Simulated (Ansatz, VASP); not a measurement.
## KCl: VASP beside Ansatz

File INCAR:

```
ALGO = Normal ; EDIFF = 1E-7
ENCUT = 520 ; GGA = PE
ISIF = 2 ; ISMEAR = -1
LASPH = T ; LCHARG = F
LREAL = F ; LWAVE = F
NBANDS = 15 ; NELM = 80
PREC = Accurate ; SIGMA = 0.03
```

The input KPOINTS:

```
k-points
0
Gamma
  7 7 7
```

Contents of POSCAR:

```
KCl
1.0
    0.0000000000      3.1561000000      3.1245390000
    3.1561000000      0.0000000000      3.1245390000
    3.1561000000      3.1561000000      0.0000000000
K Cl
1 1
Direct
    0.0000000000      0.0000000000      0.0000000000
    0.5000000000      0.5000000000      0.5000000000
```

Input for Ansatz:

```yaml
crystal:
  lattice:
    - [0.0, 3.1561, 3.124539]
    - [3.1561, 0.0, 3.124539]
    - [3.1561, 3.1561, 0.0]
  atoms:
    - { symbol: K, position: [0.0, 0.0, 0.0] }
    - { symbol: Cl, position: [0.5, 0.5, 0.5] }
kpoints:
  mp_grid: { grid: [7, 7, 7] }
  band_path:
    path:
      - [0.0, 0.0, 0.0]
      - [0.0, 0.5, 0.5]
      - [0.25, 0.75, 0.5]
      - [0.0, 0.5, 0.0]
      - [0.0, 0.0, 0.0]
      - [0.5, 0.5, 0.0]
      - [0.3775380063, 0.6224619937, 0.0]
      - [-0.3775380063, 0.3775380063, 0.0]
      - [0.0, 0.0, 0.0]
    npoints: 5
scf:
  occupations: { method: fermi_dirac, width: 0.03 }
hamiltonian:
  xc: pbe
  pseudopotentials: { kind: all_electron, lapw: { basis_error: 0.001 } }
output:
  forces: true
  stress: true
  eigenvalues: true
```

Change from the starting cell: zz strain of -1 %.

Alike in both runs: task single point; functional PBE; k mesh 7 × 7 × 7; occupations fermi-dirac, width 0.03 eV; no spin polarisation.

|  | VASP | Ansatz |
| --- | --- | --- |
| version | VASP 6.6.1 | Ansatz 0.2.0 |
| potentials or method | VASP PAW PBE potentials, release 64 (K_sv, Cl), cutoff 520 eV | all-electron LAPW, scalar-relativistic |

```csv
,VASP,Ansatz,Ansatz less VASP
gap on the k mesh at the Fermi level (eV),5.19,5.19,+0.002
pressure (GPa),0.8,0.8,-0.02
"traceless stress, the component that is largest in VASP (GPa)",0.26,0.26,-0.005
```

Ansatz ran all-electron here, and VASP with PAW potentials.
